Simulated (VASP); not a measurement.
Input of a VASP 6.6.1 run:

Contents of INCAR:

```
SYSTEM = Ni
ALGO = Normal ; EDIFF = 1E-6
ENCUT = 520 ; GGA = CA
ISIF = 2 ; ISMEAR = 0
ISPIN = 2 ; LASPH = .TRUE.
LCHARG = .TRUE. ; LELF = .TRUE.
LMAXMIX = 4 ; LORBIT = 11
LREAL = .FALSE. ; LVHAR = .TRUE.
LWAVE = .FALSE. ; MAGMOM = 0.625
NBANDS = 15 ; NELM = 150
NUPDOWN = 0.625 ; PREC = Accurate
SIGMA = 0.15
```

File KPOINTS:

```
k-points
0
G
  24 24 24
  0 0 0
```

File POSCAR:

```
Ni
1.0
    0.0000000000      1.8091101921      1.8091101921
    1.8091101921      0.0000000000      1.8091101921
    1.8091101921      1.8091101921      0.0000000000
Ni
1
Direct
    0.0000000000      0.0000000000      0.0000000000
```

Potentials or basis: VASP PAW LDA potentials, release 64 (Ni).

The run is started by

```bash
$ cat potpaw_LDA.64/Ni/POTCAR > POTCAR
$ mpirun -np 1 vasp_std > vasp.out
```

(1) What does it give for the pressure?

Answers

(1) -27.7 GPa.

Caveat: the total moment is fixed, so each spin has its own Fermi level.
